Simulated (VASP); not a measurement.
Here is a VASP 6.6.1 calculation.

Contents of POSCAR:

```
Al
1.0
    0.0000000000      1.9963971706      1.9963971706
    1.9963971706      0.0000000000      1.9963971706
    1.9963971706      1.9963971706      0.0000000000
Al
1
Direct
    0.0000000000      0.0000000000      0.0000000000
```

INCAR.step1

```
PREC = Accurate
ENCUT = 520
ISMEAR = 0
SIGMA = 0.1
LREAL = False
LASPH = True
NELM = 100
NBANDS = 8
GGA = PE
ALGO = Normal
EDIFF = 1E-4
LWAVE = True
LCHARG = False
```

Contents of INCAR.step2:

```
PREC = Accurate
ENCUT = 520
EDIFF = 1E-6
ISMEAR = 0
SIGMA = 0.1
LREAL = False
LASPH = True
NELM = 100
ALGO = Normal
ISIF = 2
LWAVE = False
LCHARG = False
METAGGA = R2SCAN
LMIXTAU = True
NBANDS = 8
ISTART = 1
```

The input KPOINTS:

```
regular mesh
0
Gamma
  34 34 34
```

Potentials or basis: VASP PAW PBE potentials, release 64 (Al).

The run is started by

```sh
$ cat potpaw_PBE.64/Al/POTCAR > POTCAR
$ cp INCAR.step1 INCAR
$ mpirun -np 1 vasp_std > vasp.out
$ cp INCAR.step2 INCAR
$ mpirun -np 1 vasp_std > vasp.out
```

Problem. Estimate the pressure.

Solution. -0.3 GPa.

Caveat: the PAW data sets were made with another functional, which shifts forces and pressure a little.
